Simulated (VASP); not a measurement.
Set up this calculation in VASP 6.6.1, as the native input.

| Property | Result |
| --- | --- |
| Task | single point |
| Functional | PBEsol |
| Potentials or basis | VASP PAW PBE potentials, release 64 (Ba_sv, Zr_sv, O) |
| Cutoff | 600 eV |
| k mesh | 6 × 6 × 6 |
| Occupations | gaussian, width 0.01 eV |
| Spin | no spin polarisation |
| Dipole correction | no |
| Further INCAR settings | ALGO = Normal; EDIFF = 1e-06; NBANDS = 28 |

The structure of BaZrO3 lies in POSCAR:

```
BaZrO3
1.0
    4.1913400000      0.0000000000      0.0000000000
    0.0000000000      4.1913400000      0.0000000000
    0.0000000000      0.0000000000      4.1913400000
Ba Zr O
1 1 3
Direct
    0.0000000000      0.0000000000      0.0000000000
    0.5000000000      0.5000000000      0.5000000000
    0.0000000000      0.5000000000      0.5000000000
    0.5000000000      0.0000000000      0.5000000000
    0.5000000000      0.5000000000      0.0000000000
```

These files were run (other wordings do the same):

INCAR

```
PREC     = Accurate       # precision mode
ENCUT    = 600            # plane-wave cutoff, eV
EDIFF    = 1E-6           # SCF threshold, eV
ISMEAR   = 0              # smearing method
SIGMA    = 0.01           # smearing width, eV
LREAL    = F              # projectors in reciprocal space
LASPH    = T              # aspherical terms in the spheres
NELM     = 120            # most SCF steps
ALGO     = Normal         # electronic algorithm
ISIF     = 2              # what is computed and relaxed
LWAVE    = F              # write WAVECAR
LCHARG   = F              # write CHGCAR
GGA      = PS             # functional
NBANDS   = 28             # bands
GGA_COMPAT= F
```

KPOINTS

```
regular mesh
0
Gamma
  6 6 6
```

Potentials or basis: VASP PAW PBE potentials, release 64 (Ba_sv, Zr_sv, O).

The run is started by

```bash
$ cat potpaw_PBE.64/Ba_sv/POTCAR potpaw_PBE.64/Zr_sv/POTCAR potpaw_PBE.64/O/POTCAR > POTCAR
$ mpirun -np 1 vasp_std > vasp.out
```

Results of the run:

```yaml
Pressure: -0.2 GPa
Band_gap_on_the_k_mesh: 3.11 eV (least direct gap 3.33 eV)
```

Caveat: the PAW data sets were made with another functional, which shifts forces and pressure a little; spin-orbit coupling is left out, which moves the levels of the heavy elements.

Wall time 32 s on 1 thread of AMD EPYC 9R45 96-Core Processor (Zen 5), on a shared host, peak memory 0.2 GiB.
